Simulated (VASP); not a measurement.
Runs of VASP 6.6.1 on NaI. The structure is cubic, space group Fm-3m (No. 225). The conventional cell has a = 6.459 Å, b = 6.459 Å, c = 6.459 Å, α = 90.00°, β = 90.00°, γ = 90.00°. Na (site symmetry m-3m) has 6 I at 3.23 Å within 4.2 Å. I (site symmetry m-3m) has 6 Na at 3.23 Å within 4.2 Å. 

| level | k mesh | grid for exact exchange (PRECFOCK) | screening parameter | gap on the mesh (eV) | pressure (GPa) |
| --- | --- | --- | --- | --- | --- |
| HSE06 | 4 × 4 × 4 | Normal | 0.2079 1/Å | 4.67 | 0.3 |
| r2SCAN | 4 × 4 × 4 | - | - | 4.46 | 0.0 |
| PBE | 4 × 4 × 4 | - | - | 3.66 | 0.6 |
| PBE0 | 4 × 4 × 4 | Normal | - | (b) | (c) |
| PBE | 6 × 6 × 6 | - | - | 3.66 | (a) |

Alike in all rows: task single point; potentials or basis VASP PAW PBE potentials, release 64 (Na_pv, I); no spin polarisation; cell as given; cutoff (eV) 520; smearing gaussian 0.01 eV.

**Question.** Fill in the values left out.

**Answer.** (a) 0.5; (b) 5.37; (c) 0.2.

Caveats: some runs use coarse meshes; spin-orbit coupling is left out, which moves the levels of the heavy elements; the PAW data sets were made with another functional, which shifts forces and pressure a little (some runs).

A k mesh can miss the band edges, and the runs leave out spin-orbit coupling on I.
